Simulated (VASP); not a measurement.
Ca: single point with LDA

The system is Ca.

```
CELL_PARAMETERS angstrom
-2.24000 2.24000 2.21760
2.24000 -2.24000 2.21760
2.24000 2.24000 -2.21760
ATOMIC_POSITIONS crystal
Ca 0.00000 0.00000 0.00000
```

This cell differs from its parent crystal: strain -0.0100 x Voigt [0, 0, 1, 0, 0, 0].

- Program: VASP 6.6.1
- Task: single point
- Functional: LDA
- Potentials or basis: VASP PAW LDA potentials, release 64 (Ca_sv)
- Cutoff: 520 eV
- k mesh: 16 × 16 × 16
- Occupations: gaussian, width 0.15 eV
- Spin: no spin polarisation
- Dipole correction: no
- Further INCAR settings: ALGO = Normal; EDIFF = 1e-06; NBANDS = 11

- Pressure: -2.4 GPa
- Band gap on the k mesh: zero (band 5 reaches 1.94 eV, above the bottom of band 6 at 1.59 eV)

Levels at points of the mesh, in eV from the Fermi level:
```
           k point  band 1  band 2  band 3  band 4  band 5  band 6  band 7  band 8  band 9  band 10
(0.00, 0.00, 0.00)  -41.74  -22.96  -22.96  -22.96   -3.98    2.05    2.09    2.09    3.06     3.11
(0.50, 0.00, 0.00)  -41.73  -23.08  -23.00  -22.96   -0.92   -0.01    1.18    2.98    3.34     4.04
(0.50, 0.50, 0.00)  -41.73  -23.08  -23.00  -22.96   -0.95   -0.04    1.23    2.94    3.31     4.03
(0.50, 0.50, 0.50)  -41.72  -23.04  -23.04  -23.04    0.04    0.06    3.65    3.65    3.80     3.82
```

Wall time 69 s on 1 thread of Intel(R) Xeon(R) 6975P-C (Granite Rapids) (shared host), peak memory 0.28 GiB.

Caveat: the cell differs from its parent crystal (strain -0.0100 x Voigt [0, 0, 1, 0, 0, 0]).
